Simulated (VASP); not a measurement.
A run of VASP 6.6.1:

File INCAR:

```
PREC = Accurate ; ENCUT = 520
EDIFF = 1E-6 ; ISMEAR = -1
SIGMA = 0.05 ; LREAL = F
LASPH = T ; NELM = 150
ALGO = Normal ; ISIF = 2
LWAVE = F ; LCHARG = F
ISPIN = 2 ; MAGMOM = 1.5 -1.5
LORBIT = 11 ; LMAXMIX = 4
GGA = B5 ; ALDAX = 1.0
AGGAX = 1.0 ; AGGAC = 1.0
ALDAC = 0.0 ; NBANDS = 23
```

The input KPOINTS:

```
regular mesh
0
Gamma
  12 12 12
```

File POSCAR:

```
Cr
1.0
    0.0000000000      2.3688444582      2.3688444582
    2.3688444582      0.0000000000      2.3688444582
    2.3688444582      2.3688444582      0.0000000000
Cr
2
Direct
    0.0000000000      0.0000000000      0.0000000000
    0.5000000000      0.5000000000      0.5000000000
```

Potentials or basis: VASP PAW PBE potentials, release 64 (Cr_pv).

The run is started by

```sh
$ cat potpaw_PBE.64/Cr_pv/POTCAR > POTCAR
$ mpirun -np 1 vasp_std > vasp.out
```

Hardware: 1 thread of Intel(R) Xeon(R) 6975P-C (Granite Rapids), on a shared host.

Estimate the wall time of this run.

It took 110 s on 1 thread of Intel(R) Xeon(R) 6975P-C (Granite Rapids), with other jobs on the host, peak memory 0.2 GiB. Counts: scf iterations 26, k points 72.
